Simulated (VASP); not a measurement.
# Ga8N7 (a cell with a defect) in VASP: notebook, part 2 of 2

VASP 6.6.1.

## (3) Single point, PBE, collinear spin (atoms taken out, then relaxed in part)

INCAR

```
SYSTEM = Ga8N7
ALGO     = Normal         ! electronic algorithm
EDIFF    = 1E-6           ! SCF threshold, eV
ENCUT    = 520            ! plane-wave cutoff, eV
GGA      = PE             ! functional
ISIF     = 2              ! what is computed and relaxed
ISMEAR   = 0              ! smearing method
ISPIN    = 2              ! spin polarisation
LASPH    = .True.         ! aspherical terms in the spheres
LCHARG   = .True.         ! write CHGCAR
LELF     = .True.         ! ELF
LORBIT   = 11             ! projections on sites
LREAL    = Auto         
LVHAR    = .True.       
LWAVE    = .False.        ! write WAVECAR
MAGMOM   = 0.25 0 0 0 0.25 0.25 0 0.25 0 0 0 0 0 0 0 ! initial moments
NBANDS   = 86             ! bands
NELM     = 150            ! most SCF steps
PREC     = Accurate       ! precision mode
SIGMA    = 0.01           ! smearing width, eV
```

KPOINTS

```
k-points
0
Gamma
  3 3 3
  0 0 0
```

POSCAR

```
Ga8N7
1.0
    0.0000000000      0.0000000000      5.2431684095
    3.2183708159      5.5743817708      0.0000000000
   -6.4367416318      0.0000000000      0.0000000000
Ga N
8 7
Direct
    0.5137825679      0.1666666667      0.3333333333
    0.4983875790      0.1658024972      0.8329012486
    0.4983875790      0.6670987514      0.3341975028
    0.4983875790      0.6670987514      0.8329012486
    0.9942885904      0.3297989752      0.6595979505
    0.9942885904      0.3297989752      0.1702010248
    0.9994767709      0.8333333333      0.6666666667
    0.9942885904      0.8404020495      0.1702010248
    0.8754750497      0.1660741974      0.8330370987
    0.8754750497      0.6669629013      0.3339258026
    0.8754750497      0.6669629013      0.8330370987
    0.3769406546      0.3321396481      0.6642792963
    0.3769406546      0.3321396481      0.1678603519
    0.3755999032      0.8333333333      0.6666666667
    0.3769406546      0.8357207037      0.1678603519
```

Potentials or basis: VASP PAW PBE potentials, release 64 (Ga_d, N).

Run with:

```bash
$ cat potpaw_PBE.64/Ga_d/POTCAR potpaw_PBE.64/N/POTCAR > POTCAR
$ mpirun -np 1 vasp_std > vasp.out
```

OUTCAR:

```text
SYSTEM = Ga8N7
   EDIFF = 1E-6
   ENCUT = 520
   GGA = PE
   ISIF = 2
   ISMEAR = 0
   ISPIN = 2
   LASPH = .True.
   LORBIT = 11
   LREAL = Auto
   NELM = 150
   PREC = Accurate

 ion  position               nearest neighbor table
   1  0.514  0.167  0.333-  13 1.98  12 1.98  15 1.98
   2  0.498  0.166  0.833-  14 1.96  12 1.97  13 1.97   9 1.98
   3  0.498  0.667  0.334-  14 1.96  15 1.97  13 1.97  10 1.98
   4  0.498  0.667  0.833-  14 1.96  15 1.97  12 1.97  11 1.98
   5  0.994  0.330  0.660-   9 1.98  11 1.98  12 2.01
   6  0.994  0.330  0.170-   9 1.98  10 1.98  13 2.01
   7  0.999  0.833  0.667-  11 1.97  10 1.97   9 1.97  14 1.97
   8  0.994  0.840  0.170-  10 1.98  11 1.98  15 2.01
   9  0.875  0.166  0.833-   7 1.97   2 1.98   5 1.98   6 1.98
  10  0.875  0.667  0.334-   7 1.97   3 1.98   8 1.98   6 1.98
  11  0.875  0.667  0.833-   7 1.97   4 1.98   8 1.98   5 1.98
  12  0.377  0.332  0.664-   2 1.97   4 1.97   1 1.98   5 2.01
  13  0.377  0.332  0.168-   2 1.97   3 1.97   1 1.98   6 2.01
  14  0.376  0.833  0.667-   4 1.96   3 1.96   2 1.96   7 1.97
  15  0.377  0.836  0.168-   3 1.97   4 1.97   1 1.98   8 2.01

  LATTYP: Found a hexagonal cell.
 ALAT       =     6.4367416319
 C/A-ratio  =     0.8145687227

  Lattice vectors:

 A1 = (   3.2183708159,   5.5743817708,   0.0000000000)
 A2 = (  -6.4367416318,   0.0000000000,   0.0000000000)
 A3 = (   0.0000000000,   0.0000000000,   5.2431684095)

Analysis of symmetry for initial positions (statically):
=====================================================================
 Subroutine PRICEL returns:
 Original cell was already a primitive cell.

 Routine SETGRP: Setting up the symmetry group for a
 hexagonal supercell.

 Subroutine GETGRP returns: Found  6 space group operations
 (whereof  2 operations were pure point group operations)
 out of a pool of 24 trial point group operations.

The static configuration has the point symmetry C_1h.
 The point group associated with its full space group is C_3v.
[... 1381 lines left out ...]
  Total        0.6397342      0.6397342     -1.5970241      0.0000000      0.0000000      0.0000000
  in kB        5.4482068      5.4482068    -13.6008316      0.0000000      0.0000000      0.0000000
  external PRESSURE =      -0.9014727 kB  Pullay stress =       0.0000000 kB

 VOLUME and BASIS-vectors are now :
 -----------------------------------------------------------------------------
  energy-cutoff  :      520.00
  volume of cell :      188.13
      direct lattice vectors                 reciprocal lattice vectors
     0.000000000  0.000000000  5.243168409     0.000000000  0.000000000  0.190724372
     3.218370816  5.574381771  0.000000000     0.000000000  0.179392091  0.000000000
    -6.436741632  0.000000000  0.000000000    -0.155358108  0.089696045  0.000000000

 POSITION                                       TOTAL-FORCE (eV/Angst)
 -----------------------------------------------------------------------------------
     -1.60919      0.92906      2.69385         0.000000      0.000000      0.023527
     -4.82756      0.92425      2.61313         0.000000      0.002620     -0.005346
     -0.00417      3.71866      2.61313         0.002269     -0.001310     -0.005346
     -3.21420      3.71866      2.61313        -0.002269     -0.001310     -0.005346
     -3.18425      1.83843      5.21322         0.006806     -0.003930     -0.011445
     -0.03412      1.83843      5.21322        -0.006806     -0.003930     -0.011445
     -1.60919      4.64532      5.24043         0.000000      0.000000     -0.004805
      1.60919      4.68472      5.21322         0.000000      0.007859     -0.011445
     -4.82756      0.92576      4.59026        -0.000000     -0.007468      0.005040
     -0.00286      3.71791      4.59026        -0.006467      0.003734      0.005040
     -3.21551      3.71791      4.59026         0.006467      0.003734      0.005040
     -3.20685      1.85147      1.97636        -0.007960      0.004596      0.004827
     -0.01153      1.85147      1.97636         0.007960      0.004596      0.004827
     -1.60919      4.64532      1.96933         0.000000     -0.000000      0.002050
      1.60919      4.65863      1.97636         0.000000     -0.009191      0.004827
 -----------------------------------------------------------------------------------
    total drift:                                0.000037     -0.000003      0.003946

  FREE ENERGIE OF THE ION-ELECTRON SYSTEM (eV)
  ---------------------------------------------------
  free  energy   TOTEN  =       -85.5805852860 eV

  energy  without entropy=      -85.5797987783  energy(sigma->0) =      -85.58019203

 total charge

# of ion       s       p       d       tot
------------------------------------------
    1        0.820   0.763  10.096  11.680
    2        0.783   0.856  10.159  11.799
    3        0.783   0.856  10.159  11.799
    4        0.783   0.856  10.159  11.799
    5        0.847   0.747  10.085  11.680
    6        0.847   0.747  10.085  11.680
    7        0.783   0.865  10.163  11.811
    8        0.847   0.747  10.085  11.680
    9        1.242   2.469   0.000   3.712
   10        1.242   2.469   0.000   3.712
   11        1.242   2.469   0.000   3.712
   12        1.241   2.462   0.000   3.703
   13        1.241   2.462   0.000   3.703
   14        1.226   2.504   0.000   3.730
   15        1.241   2.462   0.000   3.703
--------------------------------------------------
tot         15.170  23.738  80.994 119.902

 magnetization (x)

# of ion       s       p       d       tot
------------------------------------------
    1        0.005   0.006   0.002   0.013
    2        0.000   0.000   0.000   0.001
    3        0.000   0.000   0.000   0.001
    4        0.000   0.000   0.000   0.001
    5        0.019   0.015   0.001   0.035
    6        0.019   0.015   0.001   0.035
    7       -0.000  -0.000   0.000  -0.000
    8        0.019   0.015   0.001   0.035
    9        0.003   0.004   0.000   0.007
   10        0.003   0.004   0.000   0.007
   11        0.003   0.004   0.000   0.007
   12        0.001   0.007   0.000   0.008
   13        0.001   0.007   0.000   0.008
   14       -0.000   0.001   0.000   0.001
   15        0.001   0.007   0.000   0.008
--------------------------------------------------
tot          0.072   0.085   0.007   0.165
```

stdout:

```text
POSCAR found type information on POSCAR GaN
 POSCAR found :  2 types and      15 ions
 scaLAPACK will be used
 LDA part: xc-table for (Slater+PW92), standard interpolation
 POSCAR, INCAR and KPOINTS ok, starting setup
 FFT: planning ... GRIDC
 FFT: planning ... GRID_SOFT
 FFT: planning ... GRID
 WAVECAR not read
 entering main loop
```

Wall time 8.7 min (1 thread of Intel Xeon Platinum 8259CL at 2.50GHz (Skylake/Cascade Lake), shared host); peak memory 0.43 GiB.

Results:

* Free energy: -85.5806 eV
* Pressure: -0.1 GPa
* Largest force: 0.024 eV/Å
* Net moment: 0.26 μB per cell
* Site moments: Ga +0.01, +0.00, +0.04, -0.00 (each value once); N +0.01, +0.00 (each value once) μB
* Valence electrons inside the program's atomic spheres: Ga 11.68, 11.80, 11.81 (each value once); N 3.71, 3.70, 3.73 (each value once)

Forces on the atoms (eV/Å):
```
Ga   0.000  0.000  0.024
Ga   0.000  0.003 -0.005
Ga   0.002 -0.001 -0.005
Ga  -0.002 -0.001 -0.005
Ga   0.007 -0.004 -0.011
Ga  -0.007 -0.004 -0.011
Ga   0.000  0.000 -0.005
Ga   0.000  0.008 -0.011
N    0.000 -0.007  0.005
N   -0.006  0.004  0.005
N    0.006  0.004  0.005
N   -0.008  0.005  0.005
N    0.008  0.005  0.005
N    0.000  0.000  0.002
N    0.000 -0.009  0.005
```

Caveat: the k points lie up to 0.40 Å⁻¹ apart; the cell differs from its parent crystal (atoms taken out, then relaxed in part).

## (4) Single point, PBE, collinear spin (atoms taken out, then relaxed in part)

INCAR

```
SYSTEM = Ga8N7
  PREC = Accurate
  ENCUT = 520
  EDIFF = 1E-7
  ISMEAR = 0
  SIGMA = 0.01
  LREAL = Auto
  LASPH = .True.
  NELM = 150
  ALGO = Normal
  ISIF = 2
  LWAVE = .False.
  LCHARG = .False.
  ISPIN = 2
  MAGMOM = 0.25 0 0 0 0.25 0.25 0 0.25 0 0 0 0 0 0 0
  LORBIT = 11
  GGA = PE
  NBANDS = 86
  NELECT = 137.0
```

KPOINTS

```
regular mesh
0
Gamma
  3 3 3
  0 0 0
```

POSCAR

```
Ga8N7
1.0
    0.0000000000      0.0000000000      5.2431684095
    3.2183708159      5.5743817708      0.0000000000
   -6.4367416318      0.0000000000      0.0000000000
Ga N
8 7
Direct
    0.4400515671      0.1666666667      0.3333333333
    0.5016347929      0.1601441756      0.8300720878
    0.5016347929      0.6699279122      0.3398558244
    0.5016347929      0.6699279122      0.8300720878
    1.0086305005      0.3465391851      0.6930783701
    1.0086305005      0.3465391851      0.1534608149
    1.0086315329      0.8333333333      0.6666666667
    1.0086305005      0.8069216299      0.1534608149
    0.8757996826      0.1632288759      0.8316144380
    0.8757996826      0.6683855620      0.3367711241
    0.8757996826      0.6683855620      0.8316144380
    0.3794708105      0.3348050059      0.6696100118
    0.3794708105      0.3348050059      0.1651949941
    0.3788444032      0.8333333333      0.6666666667
    0.3794708105      0.8303899882      0.1651949941
```

Run with:

```bash
$ cat potpaw_PBE.64/Ga_d/POTCAR potpaw_PBE.64/N/POTCAR > POTCAR
$ mpirun -np 1 vasp_std > vasp.out
```

Run time: 15 min. Hardware: 1 thread of Intel Xeon 8259CL, shared host; peak memory 0.43 GiB.

It converged, with:

```yaml
Free_energy: -97.4066 eV
Largest_force: 0.008 eV/Å
Net_moment: 0.56 μB per cell
Site_moments: Ga +0.01, +0.00, +0.04 (each value once); N +0.01, +0.03, +0.00 (each value once) μB
Valence_electrons_inside_the_program's_atomic_spheres: Ga 11.73, 11.75, 11.68, 11.74 (each value once); N 3.70, 3.72 (each value once)
```

Forces on the atoms (eV/Å):
```
Ga   0.000  0.000 -0.001
Ga   0.000 -0.004  0.000
Ga  -0.003  0.002  0.000
Ga   0.003  0.002  0.000
Ga   0.002 -0.001 -0.001
Ga  -0.002 -0.001 -0.001
Ga   0.000  0.000  0.002
Ga   0.000  0.003 -0.001
N    0.000 -0.006 -0.005
N   -0.005  0.003 -0.005
N    0.005  0.003 -0.005
N    0.006 -0.003  0.003
N   -0.006 -0.003  0.003
N    0.000  0.000  0.008
N    0.000  0.007  0.003
```

Levels at points of the mesh, in eV from the Fermi level:
Spin up:
| k point | band 65 | band 66 | band 67 | band 68 | band 69 | band 70 | band 71 | band 72 | band 73 | band 74 |
| --- | --- | --- | --- | --- | --- | --- | --- | --- | --- | --- |
| (0.00, 0.00, 0.00) | -1.63 | -1.43 | -1.09 | -0.68 | -0.68 | 2.05 | 2.96 | 3.69 | 3.69 | 3.90 |
Spin down:
| k point | band 65 | band 66 | band 67 | band 68 | band 69 | band 70 | band 71 | band 72 |
| --- | --- | --- | --- | --- | --- | --- | --- | --- |
| (0.00, 0.00, 0.00) | -1.53 | -1.40 | -1.00 | -0.67 | -0.67 | 2.15 | 3.10 | 3.86 |

Caveat: the k points lie up to 0.40 Å⁻¹ apart; the cell carries a net charge on a neutralising background, which shifts energy and pressure; the cell differs from its parent crystal (atoms taken out, then relaxed in part); the cell is charged against a uniform background, so pressure and absolute levels hang on convention.
